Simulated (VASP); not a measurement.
# C (Fd-3m) in VASP: further runs, part 2 of 2

VASP 6.6.1.

### Step 3. Single point, r2SCAN (volume scaled by 0.920)

POSCAR

```
C
1.0
    0.0000000000      1.7313072117      1.7313072117
    1.7313072117      0.0000000000      1.7313072117
    1.7313072117      1.7313072117      0.0000000000
C
2
Direct
    0.0000000000      0.0000000000      0.0000000000
    0.2500000000      0.2500000000      0.2500000000
```

INCAR.step1

```
  PREC = Accurate
  ENCUT = 520
  ISMEAR = 0
  SIGMA = 0.05
  LREAL = False
  LASPH = True
  NELM = 80
  NBANDS = 11
  GGA = PE
  ALGO = Normal
  EDIFF = 1E-4
  LWAVE = True
  LCHARG = False
```

INCAR.step2

```
  PREC = Accurate
  ENCUT = 520
  EDIFF = 1E-6
  ISMEAR = 0
  SIGMA = 0.05
  LREAL = False
  LASPH = True
  NELM = 80
  ALGO = Normal
  ISIF = 2
  LWAVE = False
  LCHARG = False
  METAGGA = R2SCAN
  LMIXTAU = True
  NBANDS = 11
  ISTART = 1
```

KPOINTS

```
Automatic mesh
0
Gamma
  12 12 12
```

Potentials or basis: VASP PAW PBE potentials, release 64 (C).

Started as:

```
$ cat potpaw_PBE.64/C/POTCAR > POTCAR
$ cp INCAR.step1 INCAR
$ mpirun -np 1 vasp_std > vasp.out
$ cp INCAR.step2 INCAR
$ mpirun -np 1 vasp_std > vasp.out
```

OUTCAR:

```text
PREC = Accurate
   ENCUT = 520
   EDIFF = 1E-6
   ISMEAR = 0
   LREAL = False
   LASPH = True
   NELM = 80
   ISIF = 2
   METAGGA = R2SCAN
   ISTART = 1

 ion  position               nearest neighbor table
   1  0.000  0.000  0.000-   2 1.50   2 1.50   2 1.50   2 1.50
   2  0.250  0.250  0.250-   1 1.50   1 1.50   1 1.50   1 1.50

  LATTYP: Found a face centered cubic cell.
 ALAT       =     3.4626144234

  Lattice vectors:

 A1 = (   0.0000000000,   1.7313072117,   1.7313072117)
 A2 = (   1.7313072117,   0.0000000000,   1.7313072117)
 A3 = (   1.7313072117,   1.7313072117,   0.0000000000)

Analysis of symmetry for initial positions (statically):
=====================================================================
 Subroutine PRICEL returns:
 Original cell was already a primitive cell.

 Routine SETGRP: Setting up the symmetry group for a
 face centered cubic supercell.

 Subroutine GETGRP returns: Found 48 space group operations
 (whereof 24 operations were pure point group operations)
 out of a pool of 48 trial point group operations.

The static configuration has the point symmetry T_d .
 The point group associated with its full space group is O_h .

Analysis of symmetry for dynamics (positions and initial velocities):
=====================================================================
 Subroutine PRICEL returns:
 Original cell was already a primitive cell.

 Routine SETGRP: Setting up the symmetry group for a
 face centered cubic supercell.

 Subroutine GETGRP returns: Found 48 space group operations
 (whereof 24 operations were pure point group operations)
 out of a pool of 48 trial point group operations.

The dynamic configuration has the point symmetry T_d .
 The point group associated with its full space group is O_h .

 Subroutine INISYM returns: Found 48 space group operations
 (whereof 24 operations are pure point group operations),
 and found     1 'primitive' translations

----------------------------------------------------------------------------------------

                                     Primitive cell

  volume of cell :      10.3789

  direct lattice vectors                    reciprocal lattice vectors
     0.000000000  1.731307212  1.731307212    -0.288799120  0.288799120  0.288799120
     1.731307212  0.000000000  1.731307212     0.288799120 -0.288799120  0.288799120
     1.731307212  1.731307212  0.000000000     0.288799120  0.288799120 -0.288799120

  length of vectors
     2.448438139  2.448438139  2.448438139     0.500214750  0.500214750  0.500214750

  position of ions in fractional coordinates (direct lattice)
     0.000000000  0.000000000  0.000000000
     0.250000000  0.250000000  0.250000000

  ion indices of the primitive-cell ions
   primitive index   ion index
                 1           1
                 2           2

----------------------------------------------------------------------------------------

 KPOINTS: Automatic mesh

Automatic generation of k-mesh.
 Grid dimensions read from file:
 generate k-points for:   12   12   12

 Generating k-lattice:

  Cartesian coordinates                     Fractional coordinates (reciprocal lattice)
    -0.024066593  0.024066593  0.024066593     0.083333333  0.000000000  0.000000000
     0.024066593 -0.024066593  0.024066593     0.000000000  0.083333333  0.000000000
     0.024066593  0.024066593 -0.024066593     0.000000000  0.000000000  0.083333333

  Length of vectors
     0.041684562  0.041684562  0.041684562

  Shift w.r.t. Gamma in fractional coordinates (k-lattice)
     0.000000000  0.000000000  0.000000000

 Subroutine IBZKPT returns following result:
 ===========================================

 Found     72 irreducible k-points:

 Following reciprocal coordinates:
            Coordinates               Weight
  0.000000  0.000000  0.000000      1.000000
  0.083333  0.000000  0.000000      8.000000
  0.166667  0.000000  0.000000      8.000000
  0.250000  0.000000  0.000000      8.000000
  0.333333  0.000000  0.000000      8.000000
  0.416667  0.000000  0.000000      8.000000
[... 16 lines left out ...]
  0.500000  0.166667  0.000000     24.000000
 -0.416667  0.166667  0.000000     24.000000
 [... further k-points ...]
   k-points           NKPTS =     72   k-points in BZ     NKDIM =     72   number of bands    NBANDS=     11
   number of dos      NEDOS =    301   number of ions     NIONS =      2
   total plane-waves  NPLWV =   5832
   dimension x,y,z NGX =    18 NGY =   18 NGZ =   18
   dimension x,y,z NGXF=    36 NGYF=   36 NGZF=   36
   ions per type =               2
   NGX,Y,Z   is equivalent  to a cutoff of  12.22, 12.22, 12.22 a.u.
   NGXF,Y,Z  is equivalent  to a cutoff of  24.44, 24.44, 24.44 a.u.
 SYSTEM =  unknown system
   PREC   = accura    normal or accurate (medium, high low for compatibility)
   ISTART =      1    job   : 0-new  1-cont  2-samecut
   ICHARG =      0    charge: 1-file 2-atom 10-const
   ISPIN  =      1    spin polarized calculation?
   LNONCOLLINEAR =      F non collinear calculations
   LSORBIT =      F    spin-orbit coupling
   LASPH  =      T    aspherical Exc in radial PAW
   ENCUT  =  520.0 eV  38.22 Ry    6.18 a.u.   4.55  4.55  4.55*2*pi/ulx,y,z
   NELM   =     80;   NELMIN=  2; NELMDL=  0     # of ELM steps
   EDIFF  = 0.1E-05   stopping-criterion for ELM
   LREAL  =      F    real-space projection
   EDIFFG = 0.1E-04   stopping-criterion for IOM
   NSW    =      0    number of steps for IOM
   IBRION =     -1    ionic relax: 0-MD 1-quasi-New 2-CG
   NFREE  =      0    steps in history (QN), initial steepest desc. (CG)
   ISIF   =      2    stress and relaxation
   ISYM   =      2    0-nonsym 1-usesym 2-fastsym
   POTIM  = 0.5000    time-step for ionic-motion
   TEBEG  =    0.0;   TEEND  =   0.0 temperature during run
   PSTRESS=    0.0 pullay stress
   NELECT =       8.0000    total number of electrons
   NUPDOWN=      -1.0000    fix difference up-down
   EMIN   =  10.00;   EMAX   =-10.00  energy-range for DOS
   EFERMI =   0.00;   METHOD = LEGACY
   ISMEAR =     0;   SIGMA  =   0.05  broadening in eV -4-tet -1-fermi 0-gaus
   EFERMI_NEDOS =   21; number of points for ismear=-14 and -15
   IALGO  =     38    algorithm
   IMIX   =      4    mixing-type and parameters
     AMIX     =   0.40;   BMIX     =  1.00
     AMIX_MAG =   1.60;   BMIX_MAG =  1.00
  volume/ion in A,a.u.               =       5.19        35.02
  Fermi-wavevector in a.u.,A,eV,Ry     =   1.501023  2.836522 30.654880  2.253070
  Thomas-Fermi vector in A             =   2.612448
   LORBIT       =      0    0 simple, 1 ext, 2 COOP (PROOUT), +10 PAW based schemes
   METAGGA = R2SCAN    functional components
   LHFCALC =     F    Hartree Fock is set to
   AEXX    =    0.0000 exact exchange contribution
   IVDW    =     0    specifies the selected vdW correction
   LEPSILON=     F    determine dielectric tensor
   LRPA    =     F    only Hartree local field effects (RPA)
 non-spin polarized calculation
 Gauss-broadening in eV      SIGMA  =   0.05
  energy-cutoff  :      520.00
  volume of cell :       10.38
 maximum number of plane-waves:       295
   NGX =  9   NGY =  9   NGZ =  9

 number of electron       7.9999999 magnetization

 Free energy of the ion-electron system (eV)
  ---------------------------------------------------
  ext. energy  EPLUGINS =         0.00000000
  ---------------------------------------------------
  free energy    TOTEN  =       -19.53228167 eV

  energy without entropy =      -19.53228167  energy(sigma->0) =      -19.53228167

 E-fermi :  11.3662     XC(G=0): -14.7522

 val. band max:       11.0478920384   @ k =   0.0000   0.0000   0.0000
 cond. band min:      15.6040184468   @ k =   0.3333   0.3333   0.0000
 fundamental gap:      4.5561264084
 Fermi energy:        11.3661638399

 k-point     1 :       0.0000    0.0000    0.0000
  band No.  band energies     occupation
      1     -12.9168      2.00000
      2      11.0479      2.00000
      3      11.0479      2.00000
      4      11.0479      2.00000
      5      17.1287      0.00000
      6      17.1287      0.00000
      7      17.1287      0.00000
      8      27.0597      0.00000
      9      32.7126      0.00000
     10      39.4485      0.00000
     11      39.4485      0.00000
[... 309 lines left out ...]
 k-point    24 :      -0.4167    0.1667    0.0000
  band No.  band energies     occupation
      1      -5.9948      2.00000
      2      -3.0809      2.00000
      3       4.8295      2.00000
      4       6.9089      2.00000
      5      19.3352      0.00000
      6      22.4022      0.00000
      7      23.9971      0.00000
      8      28.5679      0.00000
      9      32.7361      0.00000
     10      37.3790      0.00000
     11      38.9071      0.00000

 [... further k-points ...]
[... 5 lines left out ...]
  --------------------------------------------------------------------------------------
  -------------------------------------------------------------------------------------
  Total        2.9329864      2.9329864      2.9329864      0.0000000      0.0000000      0.0000000
  in kB      452.7601770    452.7601770    452.7601770      0.0000000      0.0000000      0.0000000
  external PRESSURE =     452.7601770 kB  Pullay stress =       0.0000000 kB

 VOLUME and BASIS-vectors are now :
 -----------------------------------------------------------------------------
  energy-cutoff  :      520.00
  volume of cell :       10.38
      direct lattice vectors                 reciprocal lattice vectors
     0.000000000  1.731307212  1.731307212    -0.288799120  0.288799120  0.288799120
     1.731307212  0.000000000  1.731307212     0.288799120 -0.288799120  0.288799120
     1.731307212  1.731307212  0.000000000     0.288799120  0.288799120 -0.288799120

 POSITION                                       TOTAL-FORCE (eV/Angst)
 -----------------------------------------------------------------------------------
      0.00000      0.00000      0.00000         0.000000      0.000000      0.000000
      0.86565      0.86565      0.86565        -0.000000     -0.000000     -0.000000
 -----------------------------------------------------------------------------------
    total drift:                               -0.000000     -0.000000     -0.000000

  FREE ENERGIE OF THE ION-ELECTRON SYSTEM (eV)
  ---------------------------------------------------
  free  energy   TOTEN  =       -19.5322816749 eV

  energy  without entropy=      -19.5322816749  energy(sigma->0) =      -19.53228167
```

OSZICAR.step1:

```text
N       E                     dE             d eps       ncg     rms          rms(c)
DAV:   1     0.821624401049E-01    0.82162E-01   -0.48556E+03  1632   0.723E+02
DAV:   2    -0.185178532553E+02   -0.18600E+02   -0.18077E+02  2038   0.125E+02
DAV:   3    -0.188630478719E+02   -0.34519E+00   -0.34456E+00  1836   0.130E+01
DAV:   4    -0.188635301788E+02   -0.48231E-03   -0.48230E-03  1717   0.617E-01
DAV:   5    -0.188635306394E+02   -0.46060E-06   -0.46053E-06  1794   0.178E-02    0.623E+00
DAV:   6    -0.182444963761E+02    0.61903E+00   -0.32352E-01  1614   0.408E+00    0.373E+00
DAV:   7    -0.180366386889E+02    0.20786E+00   -0.38605E-01  1704   0.451E+00    0.910E-01
DAV:   8    -0.180387011611E+02   -0.20625E-02   -0.10234E-02  1686   0.777E-01    0.470E-02
DAV:   9    -0.180387330851E+02   -0.31924E-04   -0.63259E-05  1708   0.640E-02
   1 F= -.18038733E+02 E0= -.18038733E+02  d E =-.570785E-11
```

It took 17 s on 1 thread of Intel Xeon 6975P-C, shared host; peak memory 0.12 GiB.

What came out:

```yaml
Free_energy: -19.5323 eV
Pressure: 45.3 GPa
Band_gap_on_the_k_mesh: 4.56 eV, indirect (least direct gap 6.08 eV)
```

Levels at points of the mesh, in eV from the valence-band top:
```tsv
k point	band 2	band 3	band 4	band 5	band 6	band 7
(0.00, 0.00, 0.00)	0.00	0.00	0.00	6.08	6.08	6.08
(0.50, 0.00, 0.00)	-15.09	-3.23	-3.23	9.25	9.25	10.42
(0.50, 0.50, 0.00)	-14.26	-7.24	-7.24	5.19	5.19	19.33
```

Caveat: the cell differs from its parent crystal (volume scaled by 0.920); the PAW data sets were made with another functional, which shifts forces and pressure a little. A k mesh can miss the band edges.

### Step 4. Single point, r2SCAN (volume scaled by 0.960)

POSCAR

```
C
1.0
    0.0000000000      1.7560435139      1.7560435139
    1.7560435139      0.0000000000      1.7560435139
    1.7560435139      1.7560435139      0.0000000000
C
2
Direct
    0.0000000000      0.0000000000      0.0000000000
    0.2500000000      0.2500000000      0.2500000000
```

INCAR.step1

```
SYSTEM = C
ALGO = Normal
EDIFF = 1E-4
ENCUT = 520
GGA = PE
ISMEAR = 0
LASPH = .True.
LCHARG = .False.
LREAL = .False.
LWAVE = .True.
NBANDS = 11
NELM = 60
PREC = Accurate
SIGMA = 0.05
```

INCAR.step2

```
SYSTEM = C
ALGO = Normal
EDIFF = 1E-7
ENCUT = 520
ISIF = 2
ISMEAR = 0
ISTART = 1
LASPH = .True.
LCHARG = .False.
LMIXTAU = .True.
LREAL = .False.
LWAVE = .False.
METAGGA = R2SCAN
NBANDS = 11
NELM = 60
PREC = Accurate
SIGMA = 0.05
```

KPOINTS

```
k-points
0
Gamma
  12 12 12
  0 0 0
```

Started as:

```
$ cat potpaw_PBE.64/C/POTCAR > POTCAR
$ cp INCAR.step1 INCAR
$ mpirun -np 1 vasp_std > vasp.out
$ cp INCAR.step2 INCAR
$ mpirun -np 1 vasp_std > vasp.out
```

Wall time 20 s (1 thread of Intel Xeon 6975P-C, shared host); peak memory 0.12 GiB.

The run converged. Its results:

* Free energy: -19.6258 eV
* Pressure: 21.2 GPa
* Band gap on the k mesh: 4.45 eV, indirect (least direct gap 5.96 eV)

Levels at points of the mesh, in eV from the valence-band top:
| k point | band 1 | band 2 | band 3 | band 4 | band 5 | band 6 | band 7 | band 8 | band 9 |
| --- | --- | --- | --- | --- | --- | --- | --- | --- | --- |
| (0.00, 0.00, 0.00) | -23.35 | 0.00 | 0.00 | 0.00 | 5.96 | 5.96 | 5.96 | 14.95 | 21.04 |
| (0.50, 0.00, 0.00) | -17.12 | -14.58 | -3.10 | -3.10 | 9.07 | 9.07 | 9.79 | 17.15 | 23.94 |
| (0.50, 0.50, 0.00) | -13.93 | -13.93 | -6.96 | -6.96 | 5.10 | 5.10 | 18.62 | 18.62 | 25.55 |

Caveat: the cell differs from its parent crystal (volume scaled by 0.960); the PAW data sets were made with another functional, which shifts forces and pressure a little.

### Step 5. Single point, r2SCAN

This run uses another cell than the first one, of 5.64 Å³/atom, 1.136 times its volume.

POSCAR

```
C
1.0
    0.0000000000      1.7801018941      1.7801018941
    1.7801018941      0.0000000000      1.7801018941
    1.7801018941      1.7801018941      0.0000000000
C
2
Direct
    0.0000000000      0.0000000000      0.0000000000
    0.2500000000      0.2500000000      0.2500000000
```

INCAR.step1

```
  PREC = Accurate
  ENCUT = 520
  ISMEAR = 0
  SIGMA = 0.05
  LREAL = F
  LASPH = T
  NELM = 60
  NBANDS = 11
  GGA = PE
  ALGO = Normal
  EDIFF = 1E-4
  LWAVE = T
  LCHARG = F
```

INCAR.step2

```
  PREC = Accurate
  ENCUT = 520
  EDIFF = 1E-7
  ISMEAR = 0
  SIGMA = 0.05
  LREAL = F
  LASPH = T
  NELM = 60
  ALGO = Normal
  ISIF = 2
  LWAVE = F
  LCHARG = T
  METAGGA = R2SCAN
  LMIXTAU = T
  LELF = T
  LVHAR = T
  NBANDS = 11
  ISTART = 1
```

KPOINTS

```
regular mesh
0
Gamma
  12 12 12
```

Started as:

```
$ cat potpaw_PBE.64/C/POTCAR > POTCAR
$ cp INCAR.step1 INCAR
$ mpirun -np 1 vasp_std > vasp.out
$ cp INCAR.step2 INCAR
$ mpirun -np 1 vasp_std > vasp.out
```

Run time: 25 s. Hardware: 1 thread of Intel Xeon 6975P-C, shared host; peak memory 0.12 GiB.

Results (log left out):

```yaml
Free_energy: -19.6572 eV
Pressure: 1.1 GPa
Band_gap_on_the_k_mesh: 4.36 eV, indirect (least direct gap 5.85 eV)
```

Levels at points of the mesh, in eV from the valence-band top:
```
           k point  band 2  band 3  band 4  band 5  band 6  band 7
(0.00, 0.00, 0.00)    0.00    0.00    0.00    5.85    5.85    5.85
(0.50, 0.00, 0.00)  -14.11   -2.99   -2.99    8.90    8.90    9.21
(0.50, 0.50, 0.00)  -13.63   -6.69   -6.69    5.01    5.01   17.96
```

Caveat: the PAW data sets were made with another functional, which shifts forces and pressure a little.

### Step 6. Overview

| cell | gap on the mesh (eV) | pressure (GPa) |
| --- | --- | --- |
| a = 2.412 Å, angles 60.0°, 2 atoms | 4.67 | 74.4 |
| a = 2.448 Å, angles 60.0°, 2 atoms | 4.56 | 45.3 |
| a = 2.483 Å, angles 60.0°, 2 atoms | 4.45 | 21.2 |
| a = 2.517 Å, angles 60.0°, 2 atoms | 4.36 | 1.1 |

Alike in all rows: task single point; level r2SCAN; potentials or basis VASP PAW PBE potentials, release 64 (C); no spin polarisation; k mesh 12 × 12 × 12; cutoff (eV) 520; smearing gaussian 0.05 eV.

Caveats: the PAW data sets were made with another functional, which shifts forces and pressure a little.

Absolute energies hang on the potentials; compare differences alone.
